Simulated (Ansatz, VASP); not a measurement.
One calculation of Cl, two programs

```
Cl
1.0
     9.91596    0.00000    0.00000
     0.00000    9.91596    0.00000
     0.00000    0.00000    9.91596
Cl
20
Direct
  0.75050 0.97893 0.51646
  0.83503 0.06413 0.67932
  0.59301 0.68741 0.26173
  0.69173 0.57391 0.12664
  0.26682 0.41672 0.44288
  0.28508 0.42960 0.24021
  0.42534 0.89374 0.93260
  0.48249 0.89797 0.73487
  0.24070 0.53462 0.94423
  0.11423 0.66816 0.03436
  0.46890 0.41003 0.76075
  0.48063 0.20784 0.73219
  0.92772 0.87394 0.14959
  0.85336 0.93371 0.97013
  0.29392 0.01634 0.35818
  0.29422 0.02358 0.15522
  0.75319 0.37940 0.47017
  0.95750 0.39122 0.45817
  0.88888 0.66490 0.70457
  0.06363 0.73365 0.62761
```

Alike in both runs: functional PBE; dispersion D3(BJ); k mesh 1 × 1 × 1; occupations fermi-dirac, width 0.05 eV; no spin polarisation.

Ansatz relaxed the structure, and its values are those at the end. VASP's run is a single point on that final structure, the one shown.

```csv
,VASP,Ansatz
version,VASP 6.6.1,Ansatz 0.2.0
potentials or method,"VASP PAW PBE potentials, release 64 (Cl), cutoff 520 eV","scalar-relativistic, plane waves, PAW"
valence electrons in the cell,140,140
```

```csv
,VASP,Ansatz,Ansatz less VASP
rms of the force components (eV/Å),0.159,0.068,-0.0914
```
